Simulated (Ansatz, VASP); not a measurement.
# Two plane-wave programs on CuSb3

```
Cu Sb
1.0
     7.89336    0.00000    0.00000
    -3.94668    6.83585    0.00000
     0.00000    0.00000    3.90714
Cu Sb
2 6
Direct
  0.33333 0.66667 0.25000
  0.66667 0.33333 0.75000
  0.80148 0.60296 0.25000
  0.19852 0.80148 0.75000
  0.39704 0.19852 0.25000
  0.19852 0.39704 0.75000
  0.80148 0.19852 0.25000
  0.60296 0.80148 0.75000
```

Alike in both runs: functional PBE; k mesh 3 × 3 × 4; occupations gaussian, width 0.1 eV; no spin polarisation.

Ansatz relaxed the structure, and its values are those at the end. VASP's run is a single point on that final structure, the one shown.

|  | VASP | Ansatz |
| --- | --- | --- |
| version | VASP 6.6.1 | Ansatz 0.2.0 |
| potentials or method | VASP PAW PBE potentials, release 64 (Cu, Sb), cutoff 520 eV | scalar-relativistic, plane waves, PAW |
| valence electrons in the cell | 52 | 128 |

```tsv
	VASP	Ansatz	Ansatz less VASP
gap on the k mesh at the Fermi level (eV)	none	none	-
pressure (GPa)	-0.2	-0.2	+0.02
rms of the force components (eV/Å)	0.001	0.008	+0.0067
```

A gap of «none» marks a metal or a gap that the smearing closes. VASP's potentials hold 52 valence electrons a cell and Ansatz's 128, so a difference there can come from the potentials and not from the codes.

The k mesh is coarse, so the values compare programs but aren't converged. Spin-orbit coupling is off throughout.
